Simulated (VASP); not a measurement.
# Al in VASP: notebook, part 2 of 2

VASP 6.6.1. The steps go on from the part before.

## (3) Single point, PBEsol (strained)

INCAR

```
SYSTEM = Al
PREC = Accurate
ENCUT = 520
EDIFF = 1E-6
ISMEAR = 0
SIGMA = 0.1
LREAL = .False.
LASPH = .True.
NELM = 100
ALGO = Fast
ISIF = 2
LWAVE = .False.
LCHARG = .False.
GGA = PS
NBANDS = 8
```

KPOINTS

```
regular mesh
0
Gamma
  18 18 18
  0 0 0
```

POSCAR

```
Al
1.0
   -1.6139731173      1.6139731173      1.6139731173
    1.6139731173     -1.6139731173      1.6139731173
    1.6139731173      1.6139731173     -1.6139731173
Al
1
Direct
    0.0000000000      0.0000000000      0.0000000000
```

Potentials or basis: VASP PAW PBE potentials, release 64 (Al).

Started as:

```sh
$ cat potpaw_PBE.64/Al/POTCAR > POTCAR
$ mpirun -np 1 vasp_std > vasp.out
```

Wall time 7.4 s (1 thread of Intel Xeon 6975P-C (Granite Rapids), shared host); peak memory 0.14 GiB.

Results (log left out):

```
Free energy            : -3.9958 eV
Pressure               : -0.9 GPa
Band gap on the k mesh : zero (an odd number of electrons rules out a gap without spin polarisation)
```

Levels at points of the mesh, in eV from the Fermi level:
| k point | band 1 | band 2 | band 3 | band 4 | band 5 |
| --- | --- | --- | --- | --- | --- |
| (0.00, 0.00, 0.00) | -11.00 | 13.12 | 13.12 | 13.12 | 14.40 |
| (0.50, 0.00, 0.00) | -4.25 | -3.84 | 8.00 | 8.21 | 9.83 |
| (0.50, 0.50, 0.50) | 1.83 | 1.83 | 1.83 | 3.00 | 3.00 |

Caveat: the cell differs from its parent crystal (strained); the PAW data sets were made with another functional, which shifts forces and pressure a little.

## (4) Single point, r2SCAN (strained)

POSCAR

```
Al
1.0
   -1.5470941957      1.5470941957      1.5470941957
    1.5470941957     -1.5470941957      1.5470941957
    1.5470941957      1.5470941957     -1.5470941957
Al
1
Direct
    0.0000000000      0.0000000000      0.0000000000
```

INCAR.step1

```
SYSTEM = Al
ALGO = Normal
EDIFF = 1E-4
ENCUT = 520
GGA = PE
ISMEAR = 0
LASPH = .TRUE.
LCHARG = .FALSE.
LREAL = .FALSE.
LWAVE = .TRUE.
NBANDS = 8
NELM = 100
PREC = Accurate
SIGMA = 0.1
```

INCAR.step2

```
SYSTEM = Al
ALGO = Normal
EDIFF = 1E-6
ENCUT = 520
ISIF = 2
ISMEAR = 0
ISTART = 1
LASPH = .TRUE.
LCHARG = .FALSE.
LMIXTAU = .TRUE.
LREAL = .FALSE.
LWAVE = .FALSE.
METAGGA = R2SCAN
NBANDS = 8
NELM = 100
PREC = Accurate
SIGMA = 0.1
```

KPOINTS

```
k-points
0
G
  18 18 18
  0 0 0
```

Started as:

```sh
$ cat potpaw_PBE.64/Al/POTCAR > POTCAR
$ cp INCAR.step1 INCAR
$ mpirun -np 1 vasp_std > vasp.out
$ cp INCAR.step2 INCAR
$ mpirun -np 1 vasp_std > vasp.out
```

Run time: 25 s. Hardware: 1 thread of Intel Xeon 6975P-C (Granite Rapids), shared host; peak memory 0.13 GiB.

It converged, with:

- Free energy: -6.5934 eV
- Pressure: 8.6 GPa
- Band gap on the k mesh: zero (an odd number of electrons rules out a gap without spin polarisation)

Levels at points of the mesh, in eV from the Fermi level:
| k point | band 1 | band 2 | band 3 | band 4 | band 5 |
| --- | --- | --- | --- | --- | --- |
| (0.00, 0.00, 0.00) | -12.70 | 14.67 | 14.67 | 14.67 | 17.63 |
| (0.50, 0.00, 0.00) | -5.19 | -4.19 | 8.88 | 9.68 | 11.38 |
| (0.50, 0.50, 0.50) | 2.16 | 2.16 | 2.16 | 2.73 | 2.73 |

Caveat: the cell differs from its parent crystal (strained); the cell stands under pressure; the PAW data sets were made with another functional, which shifts forces and pressure a little.

## (5) Single point, PBEsol (the cell strained at random)

INCAR

```
ALGO = Fast ; EDIFF = 1E-6
ENCUT = 520 ; GGA = PS
ISIF = 2 ; ISMEAR = 0
LASPH = True ; LCHARG = False
LREAL = False ; LWAVE = False
NBANDS = 8 ; NELM = 80
PREC = Accurate ; SIGMA = 0.1
```

KPOINTS

```
k-points
0
Gamma
  16 16 16
```

POSCAR

```
Al
1.0
   -1.6522737511      1.6745508128      1.6120000061
    1.6348339943     -1.6781787914      1.5981882279
    1.6350567649      1.6609618052     -1.6156279847
Al
1
Direct
    0.0000000000      0.0000000000      0.0000000000
```

Potentials or basis: VASP PAW PBE potentials, release 64 (Al).

Started as:

```sh
$ cat potpaw_PBE.64/Al/POTCAR > POTCAR
$ mpirun -np 1 vasp_std > vasp.out
```

OUTCAR:

```text
EDIFF = 1E-6
   ENCUT = 520
   GGA = PS
   ISIF = 2
   ISMEAR = 0
   LASPH = True
   LREAL = False
   NELM = 80
   PREC = Accurate

 ion  position               nearest neighbor table
   1  0.000  0.000  0.000-

  LATTYP: Found a triclinic cell.
 ALAT       =     2.8359228706
 B/A-ratio  =     1.6245099106
 C/A-ratio  =     1.9320446519
 COS(alpha) =     0.0023079731
 COS(beta)  =     0.5366912513
 COS(gamma) =     0.8088024450

  Lattice vectors:

[... 445 lines left out ...]
      6      21.4669      0.00000
      7      22.6479      0.00000
      8      23.2691      0.00000

 [... further k-points ...]

------------------------ aborting loop because EDIFF is reached ----------------------------------------

  FORCE on cell =-STRESS in cart. coord.  units (eV):
  Direction    XX          YY          ZZ          XY          YZ          ZX
  --------------------------------------------------------------------------------------
  -------------------------------------------------------------------------------------
  Total       -0.3850796     -0.3075960     -0.4463738     -0.0077655     -0.0080795      0.0202846
  in kB      -35.2443639    -28.1526857    -40.8543078     -0.7107326     -0.7394755      1.8565487
  external PRESSURE =     -34.7504525 kB  Pullay stress =       0.0000000 kB

 VOLUME and BASIS-vectors are now :
 -----------------------------------------------------------------------------
  energy-cutoff  :      520.00
  volume of cell :       17.51
      direct lattice vectors                 reciprocal lattice vectors
    -1.652273751  1.674550813  1.612000006     0.003243748  0.300159946  0.311865059
     1.634833994 -1.678178791  1.598188228     0.307501096  0.001927876  0.313180931
     1.635056765  1.660961805 -1.615627985     0.307418265  0.301392987  0.002010707

 POSITION                                       TOTAL-FORCE (eV/Angst)
 -----------------------------------------------------------------------------------
      0.00000      0.00000      0.00000        -0.000000      0.000000      0.000000
 -----------------------------------------------------------------------------------
    total drift:                                0.000000      0.000000      0.000000

  FREE ENERGIE OF THE ION-ELECTRON SYSTEM (eV)
  ---------------------------------------------------
  free  energy   TOTEN  =        -3.9818761348 eV

  energy  without entropy=       -3.9789322078  energy(sigma->0) =       -3.98040417
```

stdout:

```text
POSCAR found type information on POSCAR Al
 POSCAR found :  1 types and       1 ions
 scaLAPACK will be used
 -----------------------------------------------------------------------------
|                                                                             |
|                                                                             |
|     You enforced a specific xc type in the INCAR file but a different       |
|     I HOPE YOU KNOW WHAT YOU ARE DOING!                                     |
|                                                                             |
 -----------------------------------------------------------------------------

 LDA part: xc-table for (Slater+PW92), standard interpolation
 POSCAR, INCAR and KPOINTS ok, starting setup
 FFT: planning ... GRIDC
 FFT: planning ... GRID_SOFT
 FFT: planning ... GRID
 WAVECAR not read
 entering main loop
```

Run time: 71 s. Hardware: 1 thread of Intel Xeon 6975P-C (Granite Rapids), shared host; peak memory 0.35 GiB.

Results:

```yaml
Free_energy: -3.9819 eV
Pressure: -3.5 GPa
Band_gap_on_the_k_mesh: zero (an odd number of electrons rules out a gap without spin polarisation)
```

Stress tensor (GPa, compression positive):
```
-3.52 -0.07  0.19
-0.07 -2.82 -0.07
 0.19 -0.07 -4.09
```

Levels at points of the mesh, in eV from the Fermi level:
```tsv
k point	band 1	band 2	band 3	band 4	band 5	band 6
(0.00, 0.00, 0.00)	-10.70	12.48	12.93	13.35	13.56	13.84
(0.50, 0.00, 0.00)	-4.07	-3.75	7.73	8.15	9.58	10.93
(0.00, 0.50, 0.00)	-3.94	-3.50	7.30	7.74	9.09	10.63
(0.50, 0.50, 0.00)	-4.20	-4.04	8.17	8.55	10.09	11.26
(0.00, 0.00, 0.50)	-4.12	-3.85	7.99	8.51	9.98	11.06
(0.50, 0.00, 0.50)	-4.03	-3.70	7.49	7.79	9.21	10.83
(0.00, 0.50, 0.50)	-4.09	-3.79	7.73	8.14	9.65	11.00
(0.50, 0.50, 0.50)	1.29	1.81	2.31	2.85	3.21	5.06
```

Caveat: the cell differs from its parent crystal (the cell strained at random); the cell stands under tension; the PAW data sets were made with another functional, which shifts forces and pressure a little.

## (6) Summary

```tsv
level	cell	k mesh	gap on the mesh (eV)	pressure (GPa)
PBEsol	a = 2.796 Å, angles 109.5°, 1 atom	18 × 18 × 18	none	-1.0
PBEsol	a = 2.795 Å, angles 109.5°, 1 atom	18 × 18 × 18	none	-0.9
r2SCAN	a = 2.680 Å, angles 109.5°, 1 atom	18 × 18 × 18	none	8.6
PBEsol	a = 2.852, b = 2.836, c = 2.836 Å, angles 109.6, 108.2, 111.3°, 1 atom	16 × 16 × 16	none	-3.5
```

Alike in all rows: task single point; potentials or basis VASP PAW PBE potentials, release 64 (Al); no spin polarisation; cutoff (eV) 520; smearing gaussian 0.1 eV.

Caveats: the PAW data sets were made with another functional, which shifts forces and pressure a little; the cell stands under pressure (at least some runs); the cell stands under tension (at least some runs).

Absolute energies hang on the potentials; compare differences alone.
